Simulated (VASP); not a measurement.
Wanted: the native input for a VASP 6.6.1 run.

```
Task                   : single point
Functional             : PBE
Potentials or basis    : VASP PAW PBE potentials, release 64 (Ir_sv_GW)
Cutoff                 : 560 eV
k mesh                 : 8 × 8 × 11
Occupations            : fermi-dirac, width 0.08 eV
Spin                   : no spin polarisation
Dipole correction      : no
Further INCAR settings : ALGO = Normal; EDIFF = 1e-06; NBANDS = 32
```

The structure of Ir lies in POSCAR:

```
Ir
1.0
    4.0006431769      0.0000000000      0.0000000000
   -2.0003215885      3.4646586227      0.0000000000
    0.0000000000      0.0000000000      2.4297563453
Ir
3
Direct
    0.0000000000      0.0000000000      0.0000000000
    0.3333333333      0.6666666667      0.5000000000
    0.6666666667      0.3333333333      0.5000000000
```

This isn't the form of Ir at room conditions, which is fcc.

One way to write it, as run:

INCAR

```
SYSTEM = Ir
PREC = Accurate
ENCUT = 560
EDIFF = 1E-6
ISMEAR = -1
SIGMA = 0.08
LREAL = .False.
LASPH = .True.
NELM = 120
ALGO = Normal
ISIF = 2
LWAVE = .False.
LCHARG = .False.
GGA = PE
NBANDS = 32
GGA_COMPAT = .False.
```

KPOINTS

```
Automatic mesh
0
Gamma
  8 8 11
  0 0 0
```

Potentials or basis: VASP PAW PBE potentials, release 64 (Ir_sv_GW).

Launch:

```sh
$ cat potpaw_PBE.64/Ir_sv_GW/POTCAR > POTCAR
$ mpirun -np 1 vasp_std > vasp.out
```

It gave:

| Item | Value |
| --- | --- |
| Pressure | 185.5 GPa |
| Band gap on the k mesh | zero (an odd number of electrons rules out a gap without spin polarisation) |

Caveat: the cell stands under pressure; spin-orbit coupling is left out, which moves the levels of the heavy elements.

Wall time 81 s on 1 thread of Intel(R) Xeon(R) Platinum 8259CL CPU @ 2.50GHz (Skylake/Cascade Lake) (shared host), peak memory 0.19 GiB.
